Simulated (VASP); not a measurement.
Crystal: TlSi2.

```
Tl Si
1.0
     0.00000    3.06576    3.06576
     3.06576    0.00000    3.06576
     3.06576    3.06576    0.00000
Tl Si
1 2
Direct
  0.00000 0.00000 0.00000
  0.25000 0.25000 0.25000
  0.75000 0.75000 0.75000
```

```yaml
Program: VASP 6.6.1
Task: relaxation of cell and atoms
Functional: PBE
Potentials_or_basis: VASP PAW PBE potentials, release 64 (Tl_d, Si)
Cutoff: 600 eV
k_mesh: 6 × 6 × 6
Occupations: gaussian, width 0.1 eV
Spin: no spin polarisation
```

At the start: pressure 21.8 GPa; volume 19.21 Å³/atom.

**Question.** Where does the relaxation end?

**Answer.** Over 4 steps the energy falls by 302.0 meV/atom and the volume is 24.88 Å³/atom (+29.5 %); space group Fm-3m (No. 225, to 0.1 Å) before and after.

The path:
```tsv
step	energy change (eV)	largest force (eV/Å)	pressure (GPa)	volume (Å³)
1	0.0000	0.0000	21.81	57.63
2	-0.8058	0.0000	-3.79	82.30
3	-0.9058	0.0000	0.27	74.15
4	-0.9061	0.0000	-0.04	74.63
```

Final structure:
```
CELL_PARAMETERS angstrom
0.00000 3.34160 3.34160
3.34160 0.00000 3.34160
3.34160 3.34160 0.00000
ATOMIC_POSITIONS crystal
Tl 0.00000 0.00000 0.00000
Si 0.25000 0.25000 0.25000
Si 0.75000 0.75000 0.75000
```

Caveat: the volume moved by over 15 % at a fixed basis, so the end points are rough; an odd number of electrons without spin polarisation forces a metal; a magnetic or distorted state may lie lower.
